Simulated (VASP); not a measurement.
# KTaO3 (Pmmm) in VASP: a series of runs

Runs on KTaO3. Level: PBE. Tasks: single point.

Everything below comes from runs of VASP 6.6.1. Logs are shortened: lines on timing, memory, paths and dates and some standing lists are left out, and cuts for length are marked.

### 1 The cell of the first run

It takes space group Pmmm (No. 47, orthorhombic). The conventional cell has a = 3.837 Å, b = 3.931 Å, c = 4.025 Å, α = 90.00°, β = 90.00°, γ = 90.00°. Within 3.6 Å of K (site symmetry mmm) lie 12 O at 2.75 to 2.81 Å and 8 Ta at 3.40 Å. Within 2.5 Å of Ta (site symmetry mmm) lie 6 O at 1.92 to 2.01 Å. Within 2.5 Å of O (site symmetry mmm) lie 2 Ta at 1.92 Å. O (site symmetry mmm) has 2 Ta at 1.97 Å within 2.6 Å. Within 2.9 Å of O (site symmetry mmm) lie 2 Ta at 2.01 Å and 4 K at 2.75 Å and 8 O at 2.78 to 2.81 Å.

### 2 Single point, PBE (normal strain along x -0.0467, normal strain along y -0.0233)

INCAR

```
PREC     = Accurate       # precision mode
ENCUT    = 520            # plane-wave cutoff, eV
EDIFF    = 1E-7           # SCF threshold, eV
ISMEAR   = 0              # smearing method
SIGMA    = 0.05           # smearing width, eV
LREAL    = False          # projectors in reciprocal space
LASPH    = True           # aspherical terms in the spheres
NELM     = 60             # most SCF steps
ALGO     = Normal         # electronic algorithm
ISIF     = 2              # what is computed and relaxed
LWAVE    = False          # write WAVECAR
LCHARG   = False          # write CHGCAR
GGA      = PE             # functional
NBANDS   = 27             # bands
```

KPOINTS

```
regular mesh
0
Gamma
  8 8 8
```

POSCAR

```
KTaO3
1.0
    3.8368901657      0.0000000000      0.0000000000
    0.0000000000      3.9310716720      0.0000000000
    0.0000000000      0.0000000000      4.0248506931
K Ta O
1 1 3
Direct
    0.5000000000      0.5000000000      0.5000000000
    0.0000000000      0.0000000000      0.0000000000
    0.5000000000      0.0000000000      0.0000000000
    0.0000000000      0.5000000000      0.0000000000
    0.0000000000      0.0000000000      0.5000000000
```

Potentials or basis: VASP PAW PBE potentials, release 64 (K_sv, Ta_pv, O).

Started as:

```
$ cat potpaw_PBE.64/K_sv/POTCAR potpaw_PBE.64/Ta_pv/POTCAR potpaw_PBE.64/O/POTCAR > POTCAR
$ mpirun -np 1 vasp_std > vasp.out
```

OUTCAR:

```text
PREC = Accurate
   ENCUT = 520
   EDIFF = 1E-7
   ISMEAR = 0
   LREAL = False
   LASPH = True
   NELM = 60
   ISIF = 2
   GGA = PE

 ion  position               nearest neighbor table
   1  0.500  0.500  0.500-   5 2.75   5 2.75   5 2.75   5 2.75   4 2.78   4 2.78   4 2.78   4 2.78
                             3 2.81   3 2.81   3 2.81   3 2.81   2 3.40   2 3.40   2 3.40   2 3.40
   2  0.000  0.000  0.000-   3 1.92   3 1.92   4 1.97   4 1.97   5 2.01   5 2.01   1 3.40   1 3.40
                             1 3.40   1 3.40   1 3.40   1 3.40   1 3.40   1 3.40
   3  0.500  0.000  0.000-   2 1.92   2 1.92   1 2.81   1 2.81   1 2.81   1 2.81
   4  0.000  0.500  0.000-   2 1.97   2 1.97   1 2.78   1 2.78   1 2.78   1 2.78
   5  0.000  0.000  0.500-   2 2.01   2 2.01   1 2.75   1 2.75   1 2.75   1 2.75

  LATTYP: Found a simple orthorhombic cell.
 ALAT       =     3.8368901657
 B/A-ratio  =     1.0245463128
 C/A-ratio  =     1.0489877269

  Lattice vectors:

 A1 = (   3.8368901657,   0.0000000000,   0.0000000000)
 A2 = (   0.0000000000,   3.9310716720,   0.0000000000)
 A3 = (   0.0000000000,   0.0000000000,   4.0248506931)

Analysis of symmetry for initial positions (statically):
=====================================================================
 Subroutine PRICEL returns:
 Original cell was already a primitive cell.

 Routine SETGRP: Setting up the symmetry group for a
 simple orthorhombic supercell.

 Subroutine GETGRP returns: Found  8 space group operations
 (whereof  8 operations were pure point group operations)
 out of a pool of  8 trial point group operations.

The static configuration has the point symmetry D_2h.

Analysis of symmetry for dynamics (positions and initial velocities):
=====================================================================
 Subroutine PRICEL returns:
 Original cell was already a primitive cell.

 Routine SETGRP: Setting up the symmetry group for a
 simple orthorhombic supercell.

 Subroutine GETGRP returns: Found  8 space group operations
 (whereof  8 operations were pure point group operations)
 out of a pool of  8 trial point group operations.

The dynamic configuration has the point symmetry D_2h.

 Subroutine INISYM returns: Found  8 space group operations
 (whereof  8 operations are pure point group operations),
 and found     1 'primitive' translations

----------------------------------------------------------------------------------------

                                     Primitive cell

  volume of cell :      60.7072

  direct lattice vectors                    reciprocal lattice vectors
     3.836890166  0.000000000  0.000000000     0.260627737  0.000000000  0.000000000
     0.000000000  3.931071672  0.000000000     0.000000000  0.254383558  0.000000000
     0.000000000  0.000000000  4.024850693     0.000000000  0.000000000  0.248456421

  length of vectors
     3.836890166  3.931071672  4.024850693     0.260627737  0.254383558  0.248456421

  position of ions in fractional coordinates (direct lattice)
     0.500000000  0.500000000  0.500000000
     0.000000000  0.000000000  0.000000000
     0.500000000  0.000000000  0.000000000
     0.000000000  0.500000000  0.000000000
     0.000000000  0.000000000  0.500000000

  ion indices of the primitive-cell ions
   primitive index   ion index
                 1           1
                 2           2
                 3           3
                 4           4
                 5           5

----------------------------------------------------------------------------------------

 KPOINTS: regular mesh

Automatic generation of k-mesh.
 Grid dimensions read from file:
 generate k-points for:    8    8    8

 Generating k-lattice:

  Cartesian coordinates                     Fractional coordinates (reciprocal lattice)
     0.032578467  0.000000000  0.000000000     0.125000000  0.000000000  0.000000000
     0.000000000  0.031797945  0.000000000     0.000000000  0.125000000  0.000000000
     0.000000000  0.000000000  0.031057053     0.000000000  0.000000000  0.125000000

  Length of vectors
     0.032578467  0.031797945  0.031057053

  Shift w.r.t. Gamma in fractional coordinates (k-lattice)
     0.000000000  0.000000000  0.000000000

 Subroutine IBZKPT returns following result:
 ===========================================

 Found    125 irreducible k-points:

 Following reciprocal coordinates:
            Coordinates               Weight
  0.000000  0.000000  0.000000      1.000000
  0.125000  0.000000  0.000000      2.000000
  0.250000  0.000000  0.000000      2.000000
  0.375000  0.000000  0.000000      2.000000
  0.500000  0.000000  0.000000      1.000000
  0.000000  0.125000  0.000000      2.000000
[... 16 lines left out ...]
  0.250000  0.500000  0.000000      2.000000
  0.375000  0.500000  0.000000      2.000000
 [... further k-points ...]
   k-points           NKPTS =    125   k-points in BZ     NKDIM =    125   number of bands    NBANDS=     27
   number of dos      NEDOS =    301   number of ions     NIONS =      5
   total plane-waves  NPLWV =  27000
   dimension x,y,z NGX =    30 NGY =   30 NGZ =   30
   dimension x,y,z NGXF=    60 NGYF=   60 NGZF=   60
   ions per type =               1   1   3
   NGX,Y,Z   is equivalent  to a cutoff of  13.00, 12.69, 12.39 a.u.
   NGXF,Y,Z  is equivalent  to a cutoff of  26.00, 25.37, 24.78 a.u.
 SYSTEM =  unknown system
   PREC   = accura    normal or accurate (medium, high low for compatibility)
   ISTART =      0    job   : 0-new  1-cont  2-samecut
   ICHARG =      2    charge: 1-file 2-atom 10-const
   ISPIN  =      1    spin polarized calculation?
   LNONCOLLINEAR =      F non collinear calculations
   LSORBIT =      F    spin-orbit coupling
   LASPH  =      T    aspherical Exc in radial PAW
   ENCUT  =  520.0 eV  38.22 Ry    6.18 a.u.   7.13  7.31  7.48*2*pi/ulx,y,z
   NELM   =     60;   NELMIN=  2; NELMDL= -5     # of ELM steps
   EDIFF  = 0.1E-06   stopping-criterion for ELM
   LREAL  =      F    real-space projection
   EDIFFG = 0.1E-05   stopping-criterion for IOM
   NSW    =      0    number of steps for IOM
   IBRION =     -1    ionic relax: 0-MD 1-quasi-New 2-CG
   NFREE  =      0    steps in history (QN), initial steepest desc. (CG)
   ISIF   =      2    stress and relaxation
   ISYM   =      2    0-nonsym 1-usesym 2-fastsym
   POTIM  = 0.5000    time-step for ionic-motion
   TEBEG  =    0.0;   TEEND  =   0.0 temperature during run
   PSTRESS=    0.0 pullay stress
   NELECT =      38.0000    total number of electrons
   NUPDOWN=      -1.0000    fix difference up-down
   EMIN   =  10.00;   EMAX   =-10.00  energy-range for DOS
   EFERMI =   0.00;   METHOD = LEGACY
   ISMEAR =     0;   SIGMA  =   0.05  broadening in eV -4-tet -1-fermi 0-gaus
   EFERMI_NEDOS =   21; number of points for ismear=-14 and -15
   IALGO  =     38    algorithm
   IMIX   =      4    mixing-type and parameters
     AMIX     =   0.40;   BMIX     =  1.00
     AMIX_MAG =   1.60;   BMIX_MAG =  1.00
  volume/ion in A,a.u.               =      12.14        81.93
  Fermi-wavevector in a.u.,A,eV,Ry     =   1.400413  2.646396 26.683138  1.961155
  Thomas-Fermi vector in A             =   2.523376
   LORBIT       =      0    0 simple, 1 ext, 2 COOP (PROOUT), +10 PAW based schemes
   GGA     = PE    functional components
   LHFCALC =     F    Hartree Fock is set to
   AEXX    =    0.0000 exact exchange contribution
   IVDW    =     0    specifies the selected vdW correction
   LEPSILON=     F    determine dielectric tensor
   LRPA    =     F    only Hartree local field effects (RPA)
 non-spin polarized calculation
 Gauss-broadening in eV      SIGMA  =   0.05
  energy-cutoff  :      520.00
  volume of cell :       60.71
 maximum number of plane-waves:      1658
 NGX is ok and might be reduce to    30
   NGX = 15   NGY = 15   NGZ = 15

 number of electron      37.9999999 magnetization

 Free energy of the ion-electron system (eV)
  ---------------------------------------------------
  ext. energy  EPLUGINS =         0.00000000
  ---------------------------------------------------
  free energy    TOTEN  =       -40.73724097 eV

  energy without entropy =      -40.73724097  energy(sigma->0) =      -40.73724097

 E-fermi :   2.4779     XC(G=0): -11.1044

 val. band max:        2.1410145520   @ k =   0.5000   0.5000   0.5000
 cond. band min:       4.3393255759   @ k =   0.0000   0.0000   0.0000
 fundamental gap:      2.1983110239
 Fermi energy:         2.4778958851

 k-point     1 :       0.0000    0.0000    0.0000
  band No.  band energies     occupation
      1     -31.8722      2.00000
      2     -31.8135      2.00000
      3     -31.7749      2.00000
      4     -25.1735      2.00000
      5     -15.7320      2.00000
      6     -15.0314      2.00000
[... 19 lines left out ...]
     26      10.0830      0.00000
     27      10.2997      0.00000

 k-point     2 :       0.1250    0.0000    0.0000
  band No.  band energies     occupation
      1     -31.8950      2.00000
      2     -31.8126      2.00000
      3     -31.7739      2.00000
      4     -25.1674      2.00000
      5     -15.5971      2.00000
      6     -14.9879      2.00000
[... 19 lines left out ...]
     26      10.5139      0.00000
     27      10.6765      0.00000

 k-point     3 :       0.2500    0.0000    0.0000
  band No.  band energies     occupation
      1     -31.9492      2.00000
      2     -31.8104      2.00000
      3     -31.7717      2.00000
      4     -25.1525      2.00000
      5     -15.4100      2.00000
      6     -14.7337      2.00000
[... 594 lines left out ...]
      1     -31.9440      2.00000
      2     -31.9223      2.00000
      3     -31.7673      2.00000
      4     -25.1265      2.00000
      5     -15.0741      2.00000
      6     -14.5758      2.00000
[... 19 lines left out ...]
     26      12.7295      0.00000
     27      13.2715      0.00000

 k-point    24 :       0.3750    0.5000    0.0000
  band No.  band energies     occupation
      1     -31.9966      2.00000
      2     -31.9195      2.00000
      3     -31.7651      2.00000
      4     -25.1188      2.00000
      5     -14.8170      2.00000
      6     -14.2078      2.00000
[... 19 lines left out ...]
     26      13.5425      0.00000
     27      13.7829      0.00000

 [... further k-points ...]

------------------------ aborting loop because EDIFF is reached ----------------------------------------

  FORCE on cell =-STRESS in cart. coord.  units (eV):
  Direction    XX          YY          ZZ          XY          YZ          ZX
  --------------------------------------------------------------------------------------
  -------------------------------------------------------------------------------------
  Total       10.8880091      6.2615184      2.5145802     -0.0000000      0.0000000      0.0000000
  in kB      287.3551289    165.2532997     66.3645221     -0.0000000      0.0000000      0.0000000
  external PRESSURE =     172.9909835 kB  Pullay stress =       0.0000000 kB

 VOLUME and BASIS-vectors are now :
 -----------------------------------------------------------------------------
  energy-cutoff  :      520.00
  volume of cell :       60.71
      direct lattice vectors                 reciprocal lattice vectors
     3.836890166  0.000000000  0.000000000     0.260627737  0.000000000  0.000000000
     0.000000000  3.931071672  0.000000000     0.000000000  0.254383558  0.000000000
     0.000000000  0.000000000  4.024850693     0.000000000  0.000000000  0.248456421

 POSITION                                       TOTAL-FORCE (eV/Angst)
 -----------------------------------------------------------------------------------
      1.91845      1.96554      2.01243         0.000000      0.000000      0.000000
      0.00000      0.00000      0.00000         0.000000      0.000000      0.000000
      1.91845      0.00000      0.00000         0.000000      0.000000      0.000000
      0.00000      1.96554      0.00000         0.000000      0.000000      0.000000
      0.00000      0.00000      2.01243         0.000000      0.000000      0.000000
 -----------------------------------------------------------------------------------
    total drift:                                0.000000     -0.000000      0.000000

  FREE ENERGIE OF THE ION-ELECTRON SYSTEM (eV)
  ---------------------------------------------------
  free  energy   TOTEN  =       -40.7372409714 eV

  energy  without entropy=      -40.7372409714  energy(sigma->0) =      -40.73724097
```

It took 4.1 min on 1 thread of Intel Xeon 8259CL, shared host; peak memory 0.32 GiB.

Results:

| Property | Result |
| --- | --- |
| Free energy | -40.7372 eV |
| Pressure | 17.3 GPa |
| Band gap on the k mesh | 2.20 eV (least direct gap 2.77 eV) |

Stress tensor (GPa, compression positive):
```
28.74  0.00  0.00
 0.00 16.53  0.00
 0.00  0.00  6.64
```

Caveat: the cell differs from its parent crystal (normal strain along x -0.0467, normal strain along y -0.0233); the cell stands under pressure; spin-orbit coupling is left out, which moves the levels of the heavy elements. A k mesh can miss the band edges.

### 3 Single point, PBE (normal strain along x -0.0233, normal strain along y +0.0233)

INCAR

```
ALGO     = Normal         # electronic algorithm
EDIFF    = 1E-7           # SCF threshold, eV
ENCUT    = 520            # plane-wave cutoff, eV
GGA      = PE             # functional
ISIF     = 2              # what is computed and relaxed
ISMEAR   = 0              # smearing method
LASPH    = T              # aspherical terms in the spheres
LCHARG   = F              # write CHGCAR
LREAL    = F              # projectors in reciprocal space
LWAVE    = F              # write WAVECAR
NBANDS   = 27             # bands
NELM     = 80             # most SCF steps
PREC     = Accurate       # precision mode
SIGMA    = 0.05           # smearing width, eV
```

KPOINTS

```
k-points
0
Gamma
  8 8 8
```

POSCAR: that of step 2 with these lines changed.

```diff
@@ -2,4 +2,4 @@
 1.0
-    3.8368901657      0.0000000000      0.0000000000
-    0.0000000000      3.9310716720      0.0000000000
+    3.9310716720      0.0000000000      0.0000000000
+    0.0000000000      4.1186297142      0.0000000000
     0.0000000000      0.0000000000      4.0248506931
```

Potentials or basis: VASP PAW PBE potentials, release 64 (K_sv, Ta_pv, O).

Started as:

```
$ cat potpaw_PBE.64/K_sv/POTCAR potpaw_PBE.64/Ta_pv/POTCAR potpaw_PBE.64/O/POTCAR > POTCAR
$ mpirun -np 1 vasp_std > vasp.out
```

Wall time 2.3 min (1 thread of AMD EPYC 9R45 (Zen 5), shared host); peak memory 0.3 GiB.

Results (log left out):

```yaml
Free_energy: -40.9909 eV
Pressure: 1.2 GPa
Band_gap_on_the_k_mesh: 2.05 eV (least direct gap 2.66 eV)
```

Stress tensor (GPa, compression positive):
```
 9.63  0.00  0.00
 0.00 -6.57  0.00
 0.00  0.00  0.63
```

Levels at points of the mesh, in eV from the valence-band top:
```tsv
k point	band 15	band 16	band 17	band 18	band 19	band 20	band 21	band 22	band 23	band 24
(0.00, 0.00, 0.00)	-1.08	-0.93	-0.68	-0.62	-0.62	2.05	2.08	2.11	5.91	6.40
(0.50, 0.00, 0.00)	-2.24	-2.03	-1.41	-0.86	-0.80	2.22	5.10	5.11	6.14	7.92
(0.00, 0.50, 0.00)	-2.17	-2.14	-1.54	-0.96	-0.89	2.23	4.53	4.53	6.67	8.34
(0.50, 0.50, 0.00)	-2.47	-1.74	-1.45	-1.43	-0.08	4.57	5.13	6.12	7.28	9.88
(0.00, 0.00, 0.50)	-2.20	-2.18	-1.44	-0.93	-0.80	2.23	4.80	4.80	6.26	8.31
(0.50, 0.00, 0.50)	-2.81	-1.69	-1.21	-1.19	-0.10	4.84	5.14	6.31	6.74	10.11
(0.00, 0.50, 0.50)	-2.41	-1.75	-1.69	-1.68	-0.05	4.57	4.83	5.88	7.87	9.75
(0.50, 0.50, 0.50)	-3.90	-3.62	-0.07	-0.03	0.00	6.01	6.23	6.41	8.66	8.78
```

Caveat: the cell differs from its parent crystal (normal strain along x -0.0233, normal strain along y +0.0233); spin-orbit coupling is left out, which moves the levels of the heavy elements. A k mesh can miss the band edges.
